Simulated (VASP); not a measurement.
Set up this calculation in VASP 6.6.1, as the native input.

```yaml
Task: single point
Functional: PBEsol
Potentials_or_basis: VASP PAW PBE potentials, release 64 (Ca_sv, F)
Cutoff: 600 eV
k_mesh: 6 × 6 × 6
Occupations: fermi-dirac, width 0.02 eV
Spin: no spin polarisation
Dipole_correction: no
Further_INCAR_settings: ALGO = Normal; EDIFF = 1e-06; NBANDS = 19
```

The structure of CaF2 (Fluorite) lies in POSCAR:

```
CaF2
1.0
    0.0000000000      2.6561400844      2.6561400844
    2.6561400844      0.0000000000      2.6561400844
    2.6561400844      2.6561400844      0.0000000000
Ca F
1 2
Direct
    0.0000000000      0.0000000000      0.0000000000
    0.2500000000      0.2500000000      0.2500000000
    0.7500000000      0.7500000000      0.7500000000
```

The input as run:

INCAR

```
ALGO = Normal
EDIFF = 1E-6
ENCUT = 600
GGA = PS
GGA_COMPAT = False
ISIF = 2
ISMEAR = -1
LASPH = True
LCHARG = False
LREAL = False
LWAVE = False
NBANDS = 19
NELM = 120
PREC = Accurate
SIGMA = 0.02
```

KPOINTS

```
k-points
0
Gamma
  6 6 6
```

Potentials or basis: VASP PAW PBE potentials, release 64 (Ca_sv, F).

Command:

```console
$ cat potpaw_PBE.64/Ca_sv/POTCAR potpaw_PBE.64/F/POTCAR > POTCAR
$ mpirun -np 1 vasp_std > vasp.out
```

It gave:

* Pressure: 6.5 GPa
* Band gap on the k mesh: 7.58 eV, indirect (least direct gap 7.86 eV)

Caveat: the PAW data sets were made with another functional, which shifts forces and pressure a little.

Run time: 17 s on 1 thread of AMD EPYC 9R45 (Zen 5), on a shared host, peak memory 0.14 GiB.
